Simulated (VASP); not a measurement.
# Pt (P6/mmm) in VASP: further runs

Runs on Pt. Level: PBEsol. Tasks: single point.

All numbers are computed with VASP 6.6.1; they aren't measurements. Logs are shortened: lines on timing, memory, paths and dates and some standing lists are left out, and cuts for length are marked.

**1. The cell of the first run**

It takes space group P6/mmm (No. 191, hexagonal). Conventional cell: a = 4.473 Å, b = 4.473 Å, c = 2.667 Å, α = 90.00°, β = 90.00°, γ = 120.00°. Pt (site symmetry 6/mmm) has 14 Pt at 2.67 to 2.91 Å within 3.5 Å. Within 3.4 Å of Pt (site symmetry -6m2) lie 11 Pt at 2.58 to 2.91 Å.

This isn't the form of Pt at room conditions, which is fcc.

**2. Single point, PBEsol**

INCAR reads:

```
SYSTEM = Pt
ALGO = Normal ; EDIFF = 1E-6
ENCUT = 520 ; GGA = PS
ISIF = 2 ; ISMEAR = -1
LASPH = .True. ; LCHARG = .True.
LELF = .True. ; LREAL = .False.
LVHAR = .True. ; LWAVE = .False.
NBANDS = 22 ; NELM = 60
PREC = Accurate ; SIGMA = 0.1
```

KPOINTS reads:

```
k-points
0
Gamma
  8 8 12
  0 0 0
```

POSCAR reads:

```
Pt
1.0
    4.4734090669      0.0000000000      0.0000000000
   -2.2367045335      3.8740858935      0.0000000000
    0.0000000000      0.0000000000      2.6667689562
Pt
3
Direct
    1.0000000000      0.0000000000      0.0000000000
    0.3333333333      0.6666666667      0.5000000000
    0.6666666667      0.3333333333      0.5000000000
```

Potentials or basis: VASP PAW PBE potentials, release 64 (Pt).

Started as:

```
> cat potpaw_PBE.64/Pt/POTCAR > POTCAR
> mpirun -np 1 vasp_std > vasp.out
```

OUTCAR:

```text
SYSTEM = Pt
   EDIFF = 1E-6
   ENCUT = 520
   GGA = PS
   ISIF = 2
   ISMEAR = -1
   LASPH = .True.
   LREAL = .False.
   NELM = 60
   PREC = Accurate

 ion  position               nearest neighbor table
   1  0.000  0.000  0.000-   2 2.91   3 2.91   2 2.91   3 2.91   3 2.91   3 2.91   2 2.91   2 2.91
                             3 2.91   3 2.91   2 2.91   2 2.91
   2  0.333  0.667  0.500-   3 2.58   3 2.58   3 2.58   1 2.91   1 2.91   1 2.91   1 2.91   1 2.91
                             1 2.91
   3  0.667  0.333  0.500-   2 2.58   2 2.58   2 2.58   1 2.91   1 2.91   1 2.91   1 2.91   1 2.91
                             1 2.91

  LATTYP: Found a hexagonal cell.
 ALAT       =     4.4734090669
 C/A-ratio  =     0.5961379602

  Lattice vectors:

 A1 = (   4.4734090669,   0.0000000000,   0.0000000000)
 A2 = (  -2.2367045335,   3.8740858935,   0.0000000000)
 A3 = (   0.0000000000,   0.0000000000,   2.6667689562)

Analysis of symmetry for initial positions (statically):
=====================================================================
 Subroutine PRICEL returns:
 Original cell was already a primitive cell.

 Routine SETGRP: Setting up the symmetry group for a
 hexagonal supercell.

 Subroutine GETGRP returns: Found 24 space group operations
 (whereof 24 operations were pure point group operations)
 out of a pool of 24 trial point group operations.

The static configuration has the point symmetry D_6h.

Analysis of symmetry for dynamics (positions and initial velocities):
=====================================================================
 Subroutine PRICEL returns:
 Original cell was already a primitive cell.

 Routine SETGRP: Setting up the symmetry group for a
 hexagonal supercell.

 Subroutine GETGRP returns: Found 24 space group operations
 (whereof 24 operations were pure point group operations)
 out of a pool of 24 trial point group operations.

The dynamic configuration has the point symmetry D_6h.

 Subroutine INISYM returns: Found 24 space group operations
 (whereof 24 operations are pure point group operations),
 and found     1 'primitive' translations

----------------------------------------------------------------------------------------

                                     Primitive cell

  volume of cell :      46.2161

  direct lattice vectors                    reciprocal lattice vectors
[... 87 lines left out ...]
   ENCUT  =  520.0 eV  38.22 Ry    6.18 a.u.   8.32  8.32  4.96*2*pi/ulx,y,z
   NELM   =     60;   NELMIN=  2; NELMDL= -5     # of ELM steps
   EDIFF  = 0.1E-05   stopping-criterion for ELM
   LREAL  =      F    real-space projection
   EDIFFG = 0.1E-04   stopping-criterion for IOM
   NSW    =      0    number of steps for IOM
   IBRION =     -1    ionic relax: 0-MD 1-quasi-New 2-CG
   NFREE  =      0    steps in history (QN), initial steepest desc. (CG)
   ISIF   =      2    stress and relaxation
   ISYM   =      2    0-nonsym 1-usesym 2-fastsym
   POTIM  = 0.5000    time-step for ionic-motion
   TEBEG  =    0.0;   TEEND  =   0.0 temperature during run
   PSTRESS=    0.0 pullay stress
   NELECT =      30.0000    total number of electrons
   NUPDOWN=      -1.0000    fix difference up-down
   EMIN   =  10.00;   EMAX   =-10.00  energy-range for DOS
   EFERMI =   0.00;   METHOD = LEGACY
   ISMEAR =    -1;   SIGMA  =   0.10  broadening in eV -4-tet -1-fermi 0-gaus
   EFERMI_NEDOS =   21; number of points for ismear=-14 and -15
   IALGO  =     38    algorithm
   IMIX   =      4    mixing-type and parameters
     AMIX     =   0.40;   BMIX     =  1.00
     AMIX_MAG =   1.60;   BMIX_MAG =  1.00
  volume/ion in A,a.u.               =      15.41       103.96
  Fermi-wavevector in a.u.,A,eV,Ry     =   1.417482  2.678652 27.337570  2.009255
  Thomas-Fermi vector in A             =   2.538707
   LORBIT       =      0    0 simple, 1 ext, 2 COOP (PROOUT), +10 PAW based schemes
   GGA     = PS    functional components
   LHFCALC =     F    Hartree Fock is set to
   AEXX    =    0.0000 exact exchange contribution
   IVDW    =     0    specifies the selected vdW correction
   LEPSILON=     F    determine dielectric tensor
   LRPA    =     F    only Hartree local field effects (RPA)
 non-spin polarized calculation
  energy-cutoff  :      520.00
  volume of cell :       46.22
 maximum number of plane-waves:      1262
 NGX is ok and might be reduce to    36
   NGX = 17   NGY = 17   NGZ =  9

 number of electron      30.0000001 magnetization

 Free energy of the ion-electron system (eV)
  ---------------------------------------------------
  ext. energy  EPLUGINS =         0.00000000
  ---------------------------------------------------
  free energy    TOTEN  =       -20.49429978 eV

  energy without entropy =      -20.33688548  energy(sigma->0) =      -20.41559263

 E-fermi :  10.6391     XC(G=0): -13.4877

 val. band max:       10.6371518725   @ k =   0.0000   0.0000   0.1667
 cond. band min:      10.6395003813   @ k =   0.2500   0.2500   0.0000
 fundamental gap:      0.0023485088
 Fermi energy:        10.6390915873

 k-point     1 :       0.0000    0.0000    0.0000
  band No.  band energies     occupation
      1       0.6404      2.00000
      2       4.0298      2.00000
      3       5.6517      2.00000
      4       6.3585      2.00000
      5       6.3585      2.00000
      6       6.3837      2.00000
[... 589 lines left out ...]
     21      23.9284      0.00000
     22      24.3665      0.00000

 [... further k-points ...]

------------------------ aborting loop because EDIFF is reached ----------------------------------------

  FORCE on cell =-STRESS in cart. coord.  units (eV):
  Direction    XX          YY          ZZ          XY          YZ          ZX
  --------------------------------------------------------------------------------------
  -------------------------------------------------------------------------------------
  Total       -0.1317551     -0.1317551     -0.1242146      0.0000000     -0.0000000      0.0000000
  in kB       -4.5675637     -4.5675637     -4.3061576      0.0000000     -0.0000000      0.0000000
  external PRESSURE =      -4.4804283 kB  Pullay stress =       0.0000000 kB

 VOLUME and BASIS-vectors are now :
 -----------------------------------------------------------------------------
  energy-cutoff  :      520.00
  volume of cell :       46.22
      direct lattice vectors                 reciprocal lattice vectors
     4.473409067  0.000000000  0.000000000     0.223543160  0.129062704  0.000000000
    -2.236704534  3.874085894  0.000000000     0.000000000  0.258125408  0.000000000
     0.000000000  0.000000000  2.666768956     0.000000000  0.000000000  0.374985616

 POSITION                                       TOTAL-FORCE (eV/Angst)
 -----------------------------------------------------------------------------------
      0.00000      0.00000      0.00000        -0.000000      0.000000      0.000000
     -0.00000      2.58272      1.33338        -0.000000      0.000000     -0.000000
      2.23670      1.29136      1.33338         0.000000     -0.000000      0.000000
 -----------------------------------------------------------------------------------
    total drift:                                0.000000      0.000000     -0.000000

  FREE ENERGIE OF THE ION-ELECTRON SYSTEM (eV)
  ---------------------------------------------------
  free  energy   TOTEN  =       -20.4942997753 eV

  energy  without entropy=      -20.3368854818  energy(sigma->0) =      -20.41559263
```

OSZICAR:

```text
N       E                     dE             d eps       ncg     rms          rms(c)
DAV:   1     0.174523435805E+03    0.17452E+03   -0.15260E+04  3136   0.131E+03
DAV:   2    -0.174255102405E+02   -0.19195E+03   -0.17924E+03  3438   0.290E+02
DAV:   3    -0.217873369131E+02   -0.43618E+01   -0.42980E+01  3542   0.438E+01
DAV:   4    -0.218166666261E+02   -0.29330E-01   -0.29324E-01  3494   0.383E+00
DAV:   5    -0.218169763020E+02   -0.30968E-03   -0.30967E-03  3590   0.422E-01    0.221E+01
DAV:   6    -0.206375473918E+02    0.11794E+01   -0.22669E+00  3356   0.117E+01    0.115E+01
DAV:   7    -0.206243104164E+02    0.13237E-01   -0.10367E+00  3484   0.807E+00    0.538E+00
DAV:   8    -0.205043295734E+02    0.11998E+00   -0.52552E-01  3320   0.690E+00    0.304E+00
DAV:   9    -0.204949064319E+02    0.94231E-02   -0.27308E-02  3410   0.133E+00    0.564E-01
DAV:  10    -0.204942978661E+02    0.60857E-03   -0.18901E-03  3500   0.359E-01    0.565E-02
DAV:  11    -0.204943009950E+02   -0.31288E-05   -0.73212E-05  3446   0.786E-02    0.556E-02
DAV:  12    -0.204943002645E+02    0.73043E-06   -0.13277E-05  3542   0.332E-02    0.125E-02
DAV:  13    -0.204942997753E+02    0.48927E-06   -0.63627E-07  1984   0.734E-03
   1 F= -.20494300E+02 E0= -.20415593E+02  d E =-.157414E+00
```

stdout:

```text
POSCAR found type information on POSCAR Pt
 POSCAR found :  1 types and       3 ions
 scaLAPACK will be used
 -----------------------------------------------------------------------------
|                                                                             |
|                                                                             |
|     You enforced a specific xc type in the INCAR file but a different       |
|     I HOPE YOU KNOW WHAT YOU ARE DOING!                                     |
|                                                                             |
 -----------------------------------------------------------------------------

 LDA part: xc-table for (Slater+PW92), standard interpolation
 POSCAR, INCAR and KPOINTS ok, starting setup
 FFT: planning ... GRIDC
 FFT: planning ... GRID_SOFT
 FFT: planning ... GRID
 WAVECAR not read
 entering main loop
```

It took 2.1 min on 1 thread of Intel Xeon 8259CL, shared host; peak memory 0.2 GiB.

Results:

- Free energy: -20.4943 eV
- Pressure: -0.4 GPa
- Band gap on the k mesh: zero (bands 15 and 16 overlap by 1.46 eV)

Caveat: the PAW data sets were made with another functional, which shifts forces and pressure a little; spin-orbit coupling is left out, which moves the levels of the heavy elements.

(Part 1 of 2 ends here.)
